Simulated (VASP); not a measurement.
A run of VASP 6.6.1 is set up as follows.

The input INCAR:

```
PREC = Accurate
ENCUT = 520
EDIFF = 1E-7
ISMEAR = 0
SIGMA = 0.05
LREAL = False
LASPH = True
NELM = 60
ALGO = Normal
ISIF = 2
LWAVE = False
LCHARG = True
GGA = PE
LELF = True
LVHAR = True
NBANDS = 28
```

File KPOINTS:

```
Automatic mesh
0
Gamma
  8 8 8
```

Contents of POSCAR:

```
BaTiO3
1.0
    4.0192318613      0.0000000000      0.0000000000
    0.0000000000      4.0192318613      0.0000000000
    0.0000000000      0.0000000000      4.0192813205
Ba Ti O
1 1 3
Direct
    0.0000000000      0.0000000000      0.0000000000
    0.5000000000      0.5000000000      0.5000000000
    0.5065974060      0.4934025940      0.0000000000
    0.5065974060     -0.0065974060      0.5000000000
    0.0065974060      0.4934025940      0.5000000000
```

Potentials or basis: VASP PAW PBE potentials, release 64 (Ba_sv, Ti_sv, O).

Command:

```bash
$ cat potpaw_PBE.64/Ba_sv/POTCAR potpaw_PBE.64/Ti_sv/POTCAR potpaw_PBE.64/O/POTCAR > POTCAR
$ mpirun -np 1 vasp_std > vasp.out
```

Question: What does it give for the band gap on the k mesh?

Answer: 1.74 eV (least direct gap 1.90 eV).

Question: Predict the largest force.

Answer: 0.161 eV/Å.

Question: Estimate the pressure.

Answer: 1.8 GPa.

Stress tensor (GPa, compression positive):
```
 1.84 -0.05  0.00
-0.05  1.84  0.00
 0.00  0.00  1.74
```

Caveat: the cell differs from its parent crystal (all O atoms moved +0.037 Å, as atom 3 along Cartesian [1 -1 0]); spin-orbit coupling is left out, which moves the levels of the heavy elements. A k mesh can miss the band edges.
